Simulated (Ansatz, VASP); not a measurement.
**Two plane-wave programs on GaSb2**

```
CELL_PARAMETERS angstrom
5.26722 0.00000 0.00000
-2.63361 4.56155 0.00000
0.00000 0.00000 3.28713
ATOMIC_POSITIONS crystal
Ga 0.00000 0.00000 0.00000
Sb 0.33333 0.66667 0.50000
Sb 0.66667 0.33333 0.50000
```

Change from the starting cell: species swapped into the TmSi2 type (P6/mmm, No. 191).

Alike in both runs: functional PBE; k mesh 6 × 6 × 4; occupations gaussian, width 0.1 eV; no spin polarisation.

Ansatz relaxed the structure, and its values are those at the end. VASP's run is a single point on that final structure, the one shown.

```csv
,VASP,Ansatz
version,VASP 6.6.1,Ansatz 0.2.0
potentials or method,"VASP PAW PBE potentials, release 64 (Ga_d, Sb), cutoff 520 eV","scalar-relativistic, plane waves, PAW"
valence electrons in the cell,23,43
```

|  | VASP | Ansatz | Ansatz less VASP |
| --- | --- | --- | --- |
| gap on the k mesh at the Fermi level (eV) | none | none | - |
| pressure (GPa) | -0.2 | -0.2 | +0.02 |

A gap of «none» marks a metal or a gap that the smearing closes. With one functional, cell and mesh, what is left measures potentials, basis and numerics. VASP's potentials hold 23 valence electrons a cell and Ansatz's 43, so a difference there can come from the potentials and not from the codes.

The k mesh is coarse, so the values compare programs but aren't converged. Neither program's run includes spin-orbit coupling.
